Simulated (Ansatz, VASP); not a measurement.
**CsLi3 in VASP and in Ansatz**

```
CELL_PARAMETERS angstrom
4.30814 0.00000 0.00000
0.00000 4.30814 0.00000
0.00000 0.00000 4.30814
ATOMIC_POSITIONS crystal
Cs 0.00000 0.00000 0.00000
Li 0.00000 0.50000 0.50000
Li 0.50000 0.00000 0.50000
Li 0.50000 0.50000 0.00000
```

Alike in both runs: task relaxation of cell and atoms; functional PBE; k mesh 4 × 4 × 4; occupations gaussian, width 0.1 eV; no spin polarisation.

|  | VASP | Ansatz |
| --- | --- | --- |
| version | VASP 6.6.1 | Ansatz 0.2.0 |
| potentials or method | VASP PAW PBE potentials, release 64 (Cs_sv, Li_sv), cutoff 600 eV | scalar-relativistic, plane waves, PAW |
| valence electrons in the cell | 18 | 18 |

Ansatz gave:

- gap on the k mesh at the Fermi level, each at its own relaxed structure (eV): none
- relaxed volume (Å³/atom): 40.65
- relaxed cell length with the largest relative difference (Å): 5.458

What did VASP give for the same quantities?

gap on the k mesh at the Fermi level, each at its own relaxed structure (eV): none; relaxed volume (Å³/atom): 33.50; relaxed cell length with the largest relative difference (Å): 5.117.

A gap of «none» marks a metal or a gap that the smearing closes. One of these differences is far larger than is usual between the two programs; its cause wasn't traced.

The k mesh is coarse, so the values compare programs but aren't converged. Spin-orbit coupling is off throughout. Noted on VASP's run: the cutoff is short for stress, so the pressure is rough; the volume moved by over 15 % at a fixed basis, so the end points are rough.
